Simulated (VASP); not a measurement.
# PbS (I4mm) in VASP: notebook, part 3 of 4

VASP 6.6.1.

**5. Single point, r2SCAN (all S atoms moved +0.438 Å, as atom 2 along Cartesian [0 0 1])**

Input file POSCAR:

```
PbS
1.0
    0.0000000000      2.9650000000      2.9650000000
    2.9650000000      0.0000000000      2.9650000000
    2.9650000000      2.9650000000      0.0000000000
Pb S
1 1
Direct
    0.0000000000      0.0000000000      0.0000000000
    0.5737774030      0.5737774030      0.4262225970
```

Input file INCAR.step1:

```
ALGO     = Normal         # electronic algorithm
EDIFF    = 1E-4           # SCF threshold, eV
ENCUT    = 520            # plane-wave cutoff, eV
GGA      = PE             # functional
ISMEAR   = 0              # smearing method
LASPH    = True           # aspherical terms in the spheres
LCHARG   = False          # write CHGCAR
LREAL    = False          # projectors in reciprocal space
LWAVE    = True           # write WAVECAR
NBANDS   = 17             # bands
NELM     = 60             # most SCF steps
PREC     = Accurate       # precision mode
SIGMA    = 0.05           # smearing width, eV
```

Input file INCAR.step2:

```
ALGO     = Normal         # electronic algorithm
EDIFF    = 1E-6           # SCF threshold, eV
ENCUT    = 520            # plane-wave cutoff, eV
ISIF     = 2              # what is computed and relaxed
ISMEAR   = 0              # smearing method
ISTART   = 1            
LASPH    = True           # aspherical terms in the spheres
LCHARG   = False          # write CHGCAR
LMIXTAU  = True         
LREAL    = False          # projectors in reciprocal space
LWAVE    = False          # write WAVECAR
METAGGA  = R2SCAN         # meta-GGA
NBANDS   = 17             # bands
NELM     = 60             # most SCF steps
PREC     = Accurate       # precision mode
SIGMA    = 0.05           # smearing width, eV
```

Input file KPOINTS:

```
k-points
0
Gamma
  8 8 8
```

Potentials or basis: VASP PAW PBE potentials, release 64 (Pb_d, S).

Started as:

```sh
> cat potpaw_PBE.64/Pb_d/POTCAR potpaw_PBE.64/S/POTCAR > POTCAR
> cp INCAR.step1 INCAR
> mpirun -np 1 vasp_std > vasp.out
> cp INCAR.step2 INCAR
> mpirun -np 1 vasp_std > vasp.out
```

OUTCAR:

```text
EDIFF = 1E-6
   ENCUT = 520
   ISIF = 2
   ISMEAR = 0
   ISTART = 1
   LASPH = True
   LREAL = False
   METAGGA = R2SCAN
   NELM = 60
   PREC = Accurate

 ion  position               nearest neighbor table
   1  0.000  0.000  0.000-   2 2.53   2 3.00   2 3.00   2 3.00   2 3.00   2 3.40
   2  0.574  0.574  0.426-   1 2.53   1 3.00   1 3.00   1 3.00   1 3.00   1 3.40

  LATTYP: Found a face centered cubic cell.
 ALAT       =     5.9300000000

  Lattice vectors:

 A1 = (   0.0000000000,   2.9650000000,   2.9650000000)
 A2 = (   2.9650000000,   0.0000000000,   2.9650000000)
 A3 = (   2.9650000000,   2.9650000000,   0.0000000000)

Analysis of symmetry for initial positions (statically):
=====================================================================
 Subroutine PRICEL returns:
 Original cell was already a primitive cell.

 Routine SETGRP: Setting up the symmetry group for a
 face centered cubic supercell.

 Subroutine GETGRP returns: Found  8 space group operations
 (whereof  8 operations were pure point group operations)
 out of a pool of 48 trial point group operations.

The static configuration has the point symmetry C_4v.

Analysis of symmetry for dynamics (positions and initial velocities):
=====================================================================
 Subroutine PRICEL returns:
 Original cell was already a primitive cell.

 Routine SETGRP: Setting up the symmetry group for a
 face centered cubic supercell.

 Subroutine GETGRP returns: Found  8 space group operations
 (whereof  8 operations were pure point group operations)
 out of a pool of 48 trial point group operations.

The dynamic configuration has the point symmetry C_4v.

 Subroutine INISYM returns: Found  8 space group operations
 (whereof  8 operations are pure point group operations),
 and found     1 'primitive' translations

----------------------------------------------------------------------------------------

                                     Primitive cell

  volume of cell :      52.1320

  direct lattice vectors                    reciprocal lattice vectors
     0.000000000  2.965000000  2.965000000    -0.168634064  0.168634064  0.168634064
     2.965000000  0.000000000  2.965000000     0.168634064 -0.168634064  0.168634064
     2.965000000  2.965000000  0.000000000     0.168634064  0.168634064 -0.168634064

  length of vectors
     4.193143212  4.193143212  4.193143212     0.292082767  0.292082767  0.292082767

  position of ions in fractional coordinates (direct lattice)
     0.000000000  0.000000000  0.000000000
     0.573777403  0.573777403  0.426222597

  ion indices of the primitive-cell ions
   primitive index   ion index
                 1           1
                 2           2

----------------------------------------------------------------------------------------

 KPOINTS: k-points

Automatic generation of k-mesh.
 Grid dimensions read from file:
 generate k-points for:    8    8    8

 Generating k-lattice:

  Cartesian coordinates                     Fractional coordinates (reciprocal lattice)
    -0.021079258  0.021079258  0.021079258     0.125000000  0.000000000  0.000000000
     0.021079258 -0.021079258  0.021079258     0.000000000  0.125000000  0.000000000
     0.021079258  0.021079258 -0.021079258     0.000000000  0.000000000  0.125000000

  Length of vectors
     0.036510346  0.036510346  0.036510346

  Shift w.r.t. Gamma in fractional coordinates (k-lattice)
     0.000000000  0.000000000  0.000000000

 Subroutine IBZKPT returns following result:
 ===========================================

 Found     59 irreducible k-points:

 Following reciprocal coordinates:
            Coordinates               Weight
  0.000000  0.000000  0.000000      1.000000
  0.125000  0.000000  0.000000      8.000000
  0.250000  0.000000  0.000000      8.000000
  0.375000  0.000000  0.000000      8.000000
  0.500000  0.000000  0.000000      4.000000
  0.125000  0.125000  0.000000      2.000000
[... 16 lines left out ...]
  0.000000  0.375000  0.250000     16.000000
  0.500000  0.250000  0.000000      8.000000
 [... further k-points ...]
   k-points           NKPTS =     59   k-points in BZ     NKDIM =     59   number of bands    NBANDS=     17
   number of dos      NEDOS =    301   number of ions     NIONS =      2
   total plane-waves  NPLWV =  32768
   dimension x,y,z NGX =    32 NGY =   32 NGZ =   32
   dimension x,y,z NGXF=    64 NGYF=   64 NGZF=   64
   ions per type =               1   1
   NGX,Y,Z   is equivalent  to a cutoff of  12.69, 12.69, 12.69 a.u.
   NGXF,Y,Z  is equivalent  to a cutoff of  25.37, 25.37, 25.37 a.u.
 SYSTEM =  unknown system
   PREC   = accura    normal or accurate (medium, high low for compatibility)
   ISTART =      1    job   : 0-new  1-cont  2-samecut
   ICHARG =      0    charge: 1-file 2-atom 10-const
   ISPIN  =      1    spin polarized calculation?
   LNONCOLLINEAR =      F non collinear calculations
   LSORBIT =      F    spin-orbit coupling
   LASPH  =      T    aspherical Exc in radial PAW
   ENCUT  =  520.0 eV  38.22 Ry    6.18 a.u.   7.80  7.80  7.80*2*pi/ulx,y,z
   NELM   =     60;   NELMIN=  2; NELMDL=  0     # of ELM steps
   EDIFF  = 0.1E-05   stopping-criterion for ELM
   LREAL  =      F    real-space projection
   EDIFFG = 0.1E-04   stopping-criterion for IOM
   NSW    =      0    number of steps for IOM
   IBRION =     -1    ionic relax: 0-MD 1-quasi-New 2-CG
   NFREE  =      0    steps in history (QN), initial steepest desc. (CG)
   ISIF   =      2    stress and relaxation
   ISYM   =      2    0-nonsym 1-usesym 2-fastsym
   POTIM  = 0.5000    time-step for ionic-motion
   TEBEG  =    0.0;   TEEND  =   0.0 temperature during run
   PSTRESS=    0.0 pullay stress
   NELECT =      20.0000    total number of electrons
   NUPDOWN=      -1.0000    fix difference up-down
   EMIN   =  10.00;   EMAX   =-10.00  energy-range for DOS
   EFERMI =   0.00;   METHOD = LEGACY
   ISMEAR =     0;   SIGMA  =   0.05  broadening in eV -4-tet -1-fermi 0-gaus
   EFERMI_NEDOS =   21; number of points for ismear=-14 and -15
   IALGO  =     38    algorithm
   IMIX   =      4    mixing-type and parameters
     AMIX     =   0.40;   BMIX     =  1.00
     AMIX_MAG =   1.60;   BMIX_MAG =  1.00
  volume/ion in A,a.u.               =      26.07       175.90
  Fermi-wavevector in a.u.,A,eV,Ry     =   1.189552  2.247928 19.252709  1.415034
  Thomas-Fermi vector in A             =   2.325657
   LORBIT       =      0    0 simple, 1 ext, 2 COOP (PROOUT), +10 PAW based schemes
   METAGGA = R2SCAN    functional components
   LHFCALC =     F    Hartree Fock is set to
   AEXX    =    0.0000 exact exchange contribution
   IVDW    =     0    specifies the selected vdW correction
   LEPSILON=     F    determine dielectric tensor
   LRPA    =     F    only Hartree local field effects (RPA)
 non-spin polarized calculation
 Gauss-broadening in eV      SIGMA  =   0.05
  energy-cutoff  :      520.00
  volume of cell :       52.13
 maximum number of plane-waves:      1424
   NGX = 15   NGY = 15   NGZ = 15

 number of electron      19.9999999 magnetization

 Free energy of the ion-electron system (eV)
  ---------------------------------------------------
  ext. energy  EPLUGINS =         0.00000000
  ---------------------------------------------------
  free energy    TOTEN  =       -65.44842283 eV

  energy without entropy =      -65.44842283  energy(sigma->0) =      -65.44842283

 E-fermi :   5.6136     XC(G=0): -10.2208

 val. band max:        5.3143535582   @ k =   0.5000   0.0000   0.0000
 cond. band min:       6.8280856653   @ k =   0.5000   0.0000   0.0000
 fundamental gap:      1.5137321071
 Fermi energy:         5.6135951298

 k-point     1 :       0.0000    0.0000    0.0000
  band No.  band energies     occupation
      1     -11.7219      2.00000
      2     -11.6926      2.00000
      3     -11.6741      2.00000
      4     -11.6532      2.00000
      5     -11.6532      2.00000
      6      -8.7570      2.00000
[... 9 lines left out ...]
     16      13.8964      0.00000
     17      14.8086      0.00000

 k-point     2 :       0.1250    0.0000    0.0000
  band No.  band energies     occupation
      1     -11.7301      2.00000
      2     -11.6893      2.00000
      3     -11.6775      2.00000
      4     -11.6498      2.00000
      5     -11.6467      2.00000
      6      -8.6179      2.00000
[... 9 lines left out ...]
     16      13.6694      0.00000
     17      15.9570      0.00000
[... 421 lines left out ...]
 k-point    24 :       0.5000    0.2500    0.0000
  band No.  band energies     occupation
      1     -11.8515      2.00000
      2     -11.6953      2.00000
      3     -11.6723      2.00000
      4     -11.6080      2.00000
      5     -11.5961      2.00000
      6      -7.2028      2.00000
[... 9 lines left out ...]
     16      16.9142      0.00000
     17      17.6169      0.00000

 [... further k-points ...]
[... 5 lines left out ...]
  --------------------------------------------------------------------------------------
  -------------------------------------------------------------------------------------
  Total        0.6090683      0.6090683      3.5056221      0.0000000      0.0000000      0.0000000
  in kB       18.7185638     18.7185638    107.7386657      0.0000000      0.0000000      0.0000000
  external PRESSURE =      48.3919311 kB  Pullay stress =       0.0000000 kB

 VOLUME and BASIS-vectors are now :
 -----------------------------------------------------------------------------
  energy-cutoff  :      520.00
  volume of cell :       52.13
      direct lattice vectors                 reciprocal lattice vectors
     0.000000000  2.965000000  2.965000000    -0.168634064  0.168634064  0.168634064
     2.965000000  0.000000000  2.965000000     0.168634064 -0.168634064  0.168634064
     2.965000000  2.965000000  0.000000000     0.168634064  0.168634064 -0.168634064

 POSITION                                       TOTAL-FORCE (eV/Angst)
 -----------------------------------------------------------------------------------
      0.00000      0.00000      0.00000         0.000000      0.000000      1.236615
      2.96500      2.96500      3.40250         0.000000      0.000000     -1.236615
 -----------------------------------------------------------------------------------
    total drift:                                0.000000      0.000000     -0.000039

  FREE ENERGIE OF THE ION-ELECTRON SYSTEM (eV)
  ---------------------------------------------------
  free  energy   TOTEN  =       -65.4484228329 eV

  energy  without entropy=      -65.4484228329  energy(sigma->0) =      -65.44842283
```

It took 70 s on 1 thread of Intel Xeon 6975P-C (Granite Rapids), shared host; peak memory 0.21 GiB.

What came out:

- Free energy: -65.4484 eV
- Pressure: 4.8 GPa
- Largest force: 1.237 eV/Å
- Band gap on the k mesh: 1.51 eV, direct

Forces in eV/Å, atoms in the order of the input:
```
Pb   0.000  0.000  1.237
S    0.000  0.000 -1.237
```

Caveat: the cell differs from its parent crystal (all S atoms moved +0.438 Å, as atom 2 along Cartesian [0 0 1]); the PAW data sets were made with another functional, which shifts forces and pressure a little; spin-orbit coupling is left out, which moves the levels of the heavy elements. A k mesh can miss the band edges.

[end of part 3 of 4]
